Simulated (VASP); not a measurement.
Input of a VASP 6.6.1 run:

File INCAR:

```
SYSTEM = BiO5
  ALGO = Normal
  EDIFF = 1E-6
  ENCUT = 600
  GGA = PE
  GGA_COMPAT = .False.
  ISIF = 2
  ISMEAR = 0
  LASPH = .True.
  LCHARG = .True.
  LELF = .True.
  LREAL = .False.
  LVHAR = .True.
  LWAVE = .False.
  NBANDS = 32
  NELM = 120
  PREC = Accurate
  SIGMA = 0.2
```

Contents of KPOINTS:

```
k-points
0
Gamma
  5 5 5
  0 0 0
```

File POSCAR:

```
BiO5
1.0
   -2.4769015896      3.1059595010      2.5324933532
    2.4769015896     -3.1059595010      2.5324933532
    2.4769015896      3.1059595010     -2.5324933532
Bi O
1 5
Direct
    0.5000000000      0.0000000000      0.5000000000
    1.0247601251     -0.0038346453      0.6591504676
    0.3370148872      0.3656096576      0.3408495324
   -0.0247601251      0.6343903424     -0.0285947704
    0.6629851128      1.0038346453      1.0285947704
    0.0000000000      0.0000000000      0.0000000000
```

Potentials or basis: VASP PAW PBE potentials, release 64 (Bi_d, O).

Run with:

```bash
$ cat potpaw_PBE.64/Bi_d/POTCAR potpaw_PBE.64/O/POTCAR > POTCAR
$ mpirun -np 1 vasp_std > vasp.out
```

Task: What does it give for the pressure?

Result: 0.1 GPa.

Task: Estimate the band gap on the k mesh.

Result: Zero (an odd number of electrons rules out a gap without spin polarisation).

Task: Predict the largest force.

Result: 0.037 eV/Å.

Stress tensor (GPa, compression positive):
```
 0.18  0.00  0.00
 0.00  0.29  0.00
 0.00  0.00 -0.25
```

Caveat: spin-orbit coupling is left out, which moves the levels of the heavy elements; an odd number of electrons without spin polarisation forces a metal; a magnetic or distorted state may lie lower.
